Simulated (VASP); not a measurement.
# Hf (P6_3/mmc) in VASP: a series of runs

Runs on Hf. Level: LDA. Tasks: single point, relaxation of cell and atoms.

All numbers are computed with VASP 6.6.1; they aren't measurements. Logs are shortened: lines on timing, memory, paths and dates and some standing lists are left out, and cuts for length are marked.

## (1) The cell of the first run

Symmetry: P6_3/mmc, No. 194, hexagonal system. Conventional cell: a = 3.197 Å, b = 3.197 Å, c = 5.058 Å, α = 90.00°, β = 90.00°, γ = 120.00°. Hf (site symmetry -6m2) has 12 Hf at 3.13 to 3.20 Å within 4.1 Å.

## (2) Single point, LDA

Contents of INCAR:

```
SYSTEM = Hf
  PREC = Accurate
  ENCUT = 520
  EDIFF = 1E-7
  ISMEAR = 0
  SIGMA = 0.1
  LREAL = .FALSE.
  LASPH = .TRUE.
  NELM = 100
  ALGO = Normal
  ISIF = 2
  LWAVE = .FALSE.
  LCHARG = .FALSE.
  GGA = CA
  NBANDS = 17
```

Contents of KPOINTS:

```
regular mesh
0
G
  6 6 4
  0 0 0
```

Contents of POSCAR:

```
Hf
1.0
    3.1967000000      0.0000000000      0.0000000000
   -1.5983500000      2.7684234083      0.0000000000
    0.0000000000      0.0000000000      5.0578000000
Hf
2
Direct
    0.3333333333      0.6666666667      0.2500000000
    0.6666666667      0.3333333333      0.7500000000
```

Potentials or basis: VASP PAW LDA potentials, release 64 (Hf_pv).

The run is started by

```console
$ cat potpaw_LDA.64/Hf_pv/POTCAR > POTCAR
$ mpirun -np 1 vasp_std > vasp.out
```

OUTCAR:

```text
SYSTEM = Hf
   PREC = Accurate
   ENCUT = 520
   EDIFF = 1E-7
   ISMEAR = 0
   LREAL = .FALSE.
   LASPH = .TRUE.
   NELM = 100
   ISIF = 2
   GGA = CA

 ion  position               nearest neighbor table
   1  0.333  0.667  0.250-   2 3.13   2 3.13   2 3.13   2 3.13   2 3.13   2 3.13
   2  0.667  0.333  0.750-   1 3.13   1 3.13   1 3.13   1 3.13   1 3.13   1 3.13

  LATTYP: Found a hexagonal cell.
 ALAT       =     3.1967000000
 C/A-ratio  =     1.5821941377

  Lattice vectors:

 A1 = (   3.1967000000,   0.0000000000,   0.0000000000)
 A2 = (  -1.5983500000,   2.7684234083,   0.0000000000)
 A3 = (   0.0000000000,   0.0000000000,   5.0578000000)

Analysis of symmetry for initial positions (statically):
=====================================================================
 Subroutine PRICEL returns:
 Original cell was already a primitive cell.

 Routine SETGRP: Setting up the symmetry group for a
 hexagonal supercell.

 Subroutine GETGRP returns: Found 24 space group operations
 (whereof 12 operations were pure point group operations)
 out of a pool of 24 trial point group operations.

The static configuration has the point symmetry D_3d.
 The point group associated with its full space group is D_6h.

Analysis of symmetry for dynamics (positions and initial velocities):
=====================================================================
 Subroutine PRICEL returns:
 Original cell was already a primitive cell.

 Routine SETGRP: Setting up the symmetry group for a
 hexagonal supercell.

 Subroutine GETGRP returns: Found 24 space group operations
 (whereof 12 operations were pure point group operations)
 out of a pool of 24 trial point group operations.

The dynamic configuration has the point symmetry D_3d.
 The point group associated with its full space group is D_6h.

 Subroutine INISYM returns: Found 24 space group operations
 (whereof 12 operations are pure point group operations),
 and found     1 'primitive' translations

----------------------------------------------------------------------------------------

                                     Primitive cell

  volume of cell :      44.7606

  direct lattice vectors                    reciprocal lattice vectors
     3.196700000  0.000000000  0.000000000     0.312822598  0.180608211  0.000000000
    -1.598350000  2.768423408  0.000000000     0.000000000  0.361216423  0.000000000
     0.000000000  0.000000000  5.057800000     0.000000000  0.000000000  0.197714421

  length of vectors
     3.196700000  3.196700000  5.057800000     0.361216423  0.361216423  0.197714421

[... 77 lines left out ...]
   LREAL  =      F    real-space projection
   EDIFFG = 0.1E-05   stopping-criterion for IOM
   NSW    =      0    number of steps for IOM
   IBRION =     -1    ionic relax: 0-MD 1-quasi-New 2-CG
   NFREE  =      0    steps in history (QN), initial steepest desc. (CG)
   ISIF   =      2    stress and relaxation
   ISYM   =      2    0-nonsym 1-usesym 2-fastsym
   POTIM  = 0.5000    time-step for ionic-motion
   TEBEG  =    0.0;   TEEND  =   0.0 temperature during run
   PSTRESS=    0.0 pullay stress
   NELECT =      20.0000    total number of electrons
   NUPDOWN=      -1.0000    fix difference up-down
   EMIN   =  10.00;   EMAX   =-10.00  energy-range for DOS
   EFERMI =   0.00;   METHOD = LEGACY
   ISMEAR =     0;   SIGMA  =   0.10  broadening in eV -4-tet -1-fermi 0-gaus
   EFERMI_NEDOS =   21; number of points for ismear=-14 and -15
   IALGO  =     38    algorithm
   IMIX   =      4    mixing-type and parameters
     AMIX     =   0.40;   BMIX     =  1.00
     AMIX_MAG =   1.60;   BMIX_MAG =  1.00
  volume/ion in A,a.u.               =      22.38       151.03
  Fermi-wavevector in a.u.,A,eV,Ry     =   1.251563  2.365112 21.312311  1.566411
  Thomas-Fermi vector in A             =   2.385505
   LORBIT       =      0    0 simple, 1 ext, 2 COOP (PROOUT), +10 PAW based schemes
   GGA     = CA    functional components
   LHFCALC =     F    Hartree Fock is set to
   AEXX    =    0.0000 exact exchange contribution
   IVDW    =     0    specifies the selected vdW correction
   LEPSILON=     F    determine dielectric tensor
   LRPA    =     F    only Hartree local field effects (RPA)
 non-spin polarized calculation
 Gauss-broadening in eV      SIGMA  =   0.10
  energy-cutoff  :      520.00
  volume of cell :       44.76
 maximum number of plane-waves:      1236
 NGX is ok and might be reduce to    24
   NGX = 11   NGY = 11   NGZ = 19

 number of electron      20.0000004 magnetization

 Free energy of the ion-electron system (eV)
  ---------------------------------------------------
  ext. energy  EPLUGINS =         0.00000000
  ---------------------------------------------------
  free energy    TOTEN  =       -21.29087035 eV

  energy without entropy =      -21.27367345  energy(sigma->0) =      -21.28227190

 E-fermi :   4.8474     XC(G=0): -11.4689

 val. band max:        4.7268276993   @ k =   0.1667   0.0000   0.0000
 cond. band min:       4.8490487556   @ k =   0.3333   0.3333   0.2500
 fundamental gap:      0.1222210563
 Fermi energy:         4.8474266905

 k-point     1 :       0.0000    0.0000    0.0000
  band No.  band energies     occupation
      1     -26.1484      2.00000
      2     -25.3914      2.00000
      3     -25.3914      2.00000
      4     -25.2631      2.00000
      5     -25.2606      2.00000
      6     -25.2606      2.00000
[... 397 lines left out ...]
      4     -25.7263      2.00000
      5     -25.4010      2.00000
      6     -25.4010      2.00000
[... 9 lines left out ...]
     16       9.7742      0.00000
     17      13.3654      0.00000

------------------------ aborting loop because EDIFF is reached ----------------------------------------

  FORCE on cell =-STRESS in cart. coord.  units (eV):
  Direction    XX          YY          ZZ          XY          YZ          ZX
  --------------------------------------------------------------------------------------
  -------------------------------------------------------------------------------------
  Total       -2.1666612     -2.1666612     -2.0537130      0.0000000      0.0000000     -0.0000000
  in kB      -77.5542390    -77.5542390    -73.5113314      0.0000000      0.0000000     -0.0000000
  external PRESSURE =     -76.2066031 kB  Pullay stress =       0.0000000 kB

 VOLUME and BASIS-vectors are now :
 -----------------------------------------------------------------------------
  energy-cutoff  :      520.00
  volume of cell :       44.76
      direct lattice vectors                 reciprocal lattice vectors
     3.196700000  0.000000000  0.000000000     0.312822598  0.180608211  0.000000000
    -1.598350000  2.768423408  0.000000000     0.000000000  0.361216423  0.000000000
     0.000000000  0.000000000  5.057800000     0.000000000  0.000000000  0.197714421

 POSITION                                       TOTAL-FORCE (eV/Angst)
 -----------------------------------------------------------------------------------
     -0.00000      1.84562      1.26445        -0.000000      0.000000      0.000000
      1.59835      0.92281      3.79335         0.000000      0.000000      0.000000
 -----------------------------------------------------------------------------------
    total drift:                               -0.000000      0.000000     -0.000000

  FREE ENERGIE OF THE ION-ELECTRON SYSTEM (eV)
  ---------------------------------------------------
  free  energy   TOTEN  =       -21.2908703486 eV

  energy  without entropy=      -21.2736734515  energy(sigma->0) =      -21.28227190
```

OSZICAR:

```text
N       E                     dE             d eps       ncg     rms          rms(c)
DAV:   1     0.481095536218E+02    0.48110E+02   -0.11402E+04   714   0.112E+03
DAV:   2    -0.202319171962E+02   -0.68341E+02   -0.66557E+02   933   0.247E+02
DAV:   3    -0.220611789278E+02   -0.18293E+01   -0.18135E+01   859   0.266E+01
DAV:   4    -0.220796866055E+02   -0.18508E-01   -0.18490E-01   940   0.309E+00
DAV:   5    -0.220798559328E+02   -0.16933E-03   -0.16930E-03   903   0.259E-01    0.656E+01
DAV:   6    -0.214982597063E+02    0.58160E+00   -0.52614E-01   809   0.443E+00    0.382E+01
DAV:   7    -0.213006230414E+02    0.19764E+00   -0.79785E-01   828   0.523E+00    0.172E+00
DAV:   8    -0.212908151740E+02    0.98079E-02   -0.48002E-02   822   0.143E+00    0.552E-01
DAV:   9    -0.212908777419E+02   -0.62568E-04   -0.10722E-03   926   0.231E-01    0.180E-01
DAV:  10    -0.212908738093E+02    0.39326E-05   -0.46799E-05   893   0.467E-02    0.189E-01
DAV:  11    -0.212908703838E+02    0.34255E-05   -0.47789E-06   931   0.132E-02    0.120E-02
DAV:  12    -0.212908703486E+02    0.35225E-07   -0.40577E-07   847   0.418E-03
   1 F= -.21290870E+02 E0= -.21282272E+02  d E =-.171969E-01
```

Wall time 10 s (1 thread of Intel Xeon Platinum 8375C at 2.90GHz (Ice Lake), shared host); peak memory 0.14 GiB.

Results:

| Property | Result |
| --- | --- |
| Free energy | -21.2909 eV |
| Pressure | -7.6 GPa |
| Band gap on the k mesh | zero (bands 10 and 11 overlap by 1.25 eV) |

Levels at points of the mesh, in eV from the Fermi level:
| k point | band 7 | band 8 | band 9 | band 10 | band 11 | band 12 | band 13 | band 14 |
| --- | --- | --- | --- | --- | --- | --- | --- | --- |
| (0.00, 0.00, 0.00) | -7.38 | -3.77 | 0.73 | 1.05 | 1.05 | 1.32 | 1.86 | 1.86 |
| (0.50, 0.00, 0.00) | -3.39 | -2.81 | -2.29 | -0.77 | 0.65 | 0.80 | 1.59 | 5.73 |
| (0.00, 0.00, 0.50) | -5.40 | -5.40 | 0.07 | 0.07 | 0.93 | 0.93 | 0.93 | 0.93 |
| (0.50, 0.00, 0.50) | -3.46 | -3.46 | -1.07 | -1.07 | 1.22 | 1.22 | 2.51 | 2.51 |

Caveat: the k points lie up to 0.38 Å⁻¹ apart, too coarse for converged energies and pressures of a metal; spin-orbit coupling is left out, which moves the levels of the heavy elements.

(Part 1 of 3 ends here.)
